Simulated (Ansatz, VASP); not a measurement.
One calculation of AgCl, two programs

```
Ag Cl
1.0
     0.00000    2.47072    3.49360
     2.47072    0.00000    3.49360
     2.47072    2.47072    0.00000
Ag Cl
1 1
Direct
  0.50000 0.50000 0.50000
  0.00000 0.00000 0.00000
```

Alike in both runs: task single point; functional PBE; k mesh 10 × 10 × 10; occupations gaussian, width 0.05 eV; no spin polarisation.

|  | VASP | Ansatz |
| --- | --- | --- |
| version | VASP 6.6.1 | Ansatz 0.2.0 |
| potentials or method | VASP PAW PBE potentials, release 64 (Ag, Cl), cutoff 520 eV | scalar-relativistic, plane waves, PAW |
| valence electrons in the cell | 18 | 26 |

|  | VASP | Ansatz | Ansatz less VASP |
| --- | --- | --- | --- |
| gap on the k mesh at the Fermi level (eV) | 0.19 | 0.20 | +0.003 |
| least direct gap on the mesh (eV) | 2.71 | 2.70 | -0.007 |
| pressure (GPa) | 12.7 | 12.8 | +0.15 |
| traceless stress, the component that is largest in VASP (GPa) | -12.43 | -12.51 | -0.082 |

The functional is the same, so the differences come from potentials, cutoffs and numerics. VASP's potentials hold 18 valence electrons a cell and Ansatz's 26, so a difference there can come from the potentials and not from the codes.
